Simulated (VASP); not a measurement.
A run of VASP 6.6.1 is set up as follows.

The input INCAR:

```
PREC     = Accurate       # precision mode
ENCUT    = 520            # plane-wave cutoff, eV
EDIFF    = 1E-6           # SCF threshold, eV
ISMEAR   = -1             # smearing method
SIGMA    = 0.08           # smearing width, eV
LREAL    = F              # projectors in reciprocal space
LASPH    = T              # aspherical terms in the spheres
NELM     = 100            # most SCF steps
ALGO     = Normal         # electronic algorithm
ISIF     = 2              # what is computed and relaxed
LWAVE    = F              # write WAVECAR
LCHARG   = T              # write CHGCAR
LELF     = T              # ELF
LVHAR    = T            
NBANDS   = 35             # bands
```

The input KPOINTS:

```
Automatic mesh
0
Gamma
  8 8 11
```

Contents of POSCAR:

```
SnO2
1.0
    4.6046074570      0.0000000000      0.0000000000
    0.0000000000      4.6046074570      0.0000000000
    0.0000000000      0.0000000000      3.1538893754
Sn O
2 4
Direct
    0.0000000000      0.0000000000      0.0000000000
    0.5000000000      0.5000000000      0.5000000000
    0.3054188603      0.3054188603      0.0000000000
    0.6945811397      0.6945811397      0.0000000000
    0.8054188603      0.1945811397      0.5000000000
    0.1945811397      0.8054188603      0.5000000000
```

Potentials or basis: VASP PAW LDA potentials, release 64 (Sn_d, O).

The run is started by

```sh
$ cat potpaw_LDA.64/Sn_d/POTCAR potpaw_LDA.64/O/POTCAR > POTCAR
$ mpirun -np 1 vasp_std > vasp.out
```

Estimate the largest force.

0.018 eV/Å.

What does it give for the pressure?

16.2 GPa.

What does it give for the band gap on the k mesh?

1.91 eV.

Stress tensor (GPa, compression positive):
```
16.00  0.00  0.00
 0.00 16.00  0.00
 0.00  0.00 16.49
```

Caveat: the cell stands under pressure; spin-orbit coupling is left out, which moves the levels of the heavy elements. A k mesh can miss the band edges.
